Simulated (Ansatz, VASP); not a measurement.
**Bi2Se3: VASP beside Ansatz**

File POSCAR:

```
Bi2Se3
1.0
    2.0956832629      1.2099432960      9.9762290674
   -2.0956832629      1.2099432960      9.9762290674
    0.0000000000     -2.4198865920      9.9762290674
Bi Se
2 3
Direct
    0.3984350000      0.3984350000      0.3984350000
    0.6015650000      0.6015650000      0.6015650000
    0.0000000000      0.0000000000      0.0000000000
    0.2157150000      0.2157150000      0.2157150000
    0.7842850000      0.7842850000      0.7842850000
```

INCAR.step1

```
SYSTEM = Bi2Se3
ALGO     = Normal         ! electronic algorithm
EDIFF    = 1E-4           ! SCF threshold, eV
ENCUT    = 520            ! plane-wave cutoff, eV
GGA      = PE             ! functional
ISMEAR   = 0              ! smearing method
LASPH    = .True.         ! aspherical terms in the spheres
LCHARG   = .False.        ! write CHGCAR
LREAL    = .False.        ! projectors in reciprocal space
LWAVE    = .True.         ! write WAVECAR
NBANDS   = 32             ! bands
NELM     = 100            ! most SCF steps
PREC     = Accurate       ! precision mode
SIGMA    = 0.1            ! smearing width, eV
```

File INCAR.step2:

```
SYSTEM = Bi2Se3
ALGO     = Normal         ! electronic algorithm
EDIFF    = 1E-7           ! SCF threshold, eV
ENCUT    = 520            ! plane-wave cutoff, eV
ISIF     = 2              ! what is computed and relaxed
ISMEAR   = 0              ! smearing method
ISTART   = 1            
LASPH    = .True.         ! aspherical terms in the spheres
LCHARG   = .True.         ! write CHGCAR
LELF     = .True.         ! ELF
LMIXTAU  = .True.       
LREAL    = .False.        ! projectors in reciprocal space
LVHAR    = .True.       
LWAVE    = .False.        ! write WAVECAR
METAGGA  = R2SCAN         ! meta-GGA
NBANDS   = 32             ! bands
NELM     = 100            ! most SCF steps
PREC     = Accurate       ! precision mode
SIGMA    = 0.1            ! smearing width, eV
```

File KPOINTS:

```
k-points
0
Gamma
  6 6 6
  0 0 0
```

Input for Ansatz:

```yaml
crystal:
  lattice:
    - [2.0956832629, 1.209943296, 9.9762290674]
    - [-2.0956832629, 1.209943296, 9.9762290674]
    - [0.0, -2.419886592, 9.9762290674]
  atoms:
    - { symbol: Bi, position: [0.398435, 0.398435, 0.398435] }
    - { symbol: Bi, position: [0.601565, 0.601565, 0.601565] }
    - { symbol: Se, position: [0.0, 0.0, 0.0] }
    - { symbol: Se, position: [0.215715, 0.215715, 0.215715] }
    - { symbol: Se, position: [0.784285, 0.784285, 0.784285] }
basis:
  ecutwfc: 500
kpoints:
  mp_grid: { grid: [6, 6, 6] }
hamiltonian:
  xc: r2scan
scf:
  occupations: { method: gaussian, width: 0.1 }
  lower_state_search: "off"
output:
  forces: true
  stress: true
  eigenvalues: true
```

Alike in both runs: task single point; functional r2SCAN; k mesh 6 × 6 × 6; occupations gaussian, width 0.1 eV; no spin polarisation.

|  | VASP | Ansatz |
| --- | --- | --- |
| version | VASP 6.6.1 | Ansatz 0.2.0 |
| potentials or method | VASP PAW PBE potentials, release 64 (Bi_d, Se), cutoff 520 eV | scalar-relativistic, plane waves, PAW |
| valence electrons in the cell | 48 | 78 |

VASP gave:

- gap on the k mesh at the Fermi level (eV): 0.71
- least direct gap on the mesh (eV): 0.71
- pressure (GPa): -1.2
- traceless stress, the component that is largest in VASP (GPa): 0.06
- rms of the force components (eV/Å): 0.099

Problem. What did Ansatz give for the same quantities?

Solution. gap on the k mesh at the Fermi level (eV): 0.71; least direct gap on the mesh (eV): 0.71; pressure (GPa): -1.2; traceless stress, the component that is largest in VASP (GPa): 0.06; rms of the force components (eV/Å): 0.106.

VASP's potentials were made for PBE, not for r2SCAN. Atom by atom the forces differ by 0.006 eV/Å (rms over components). With one functional, cell and mesh, what is left measures potentials, basis and numerics. VASP's potentials hold 48 valence electrons a cell and Ansatz's 78, so a difference there can come from the potentials and not from the codes.

Neither program's run includes spin-orbit coupling.
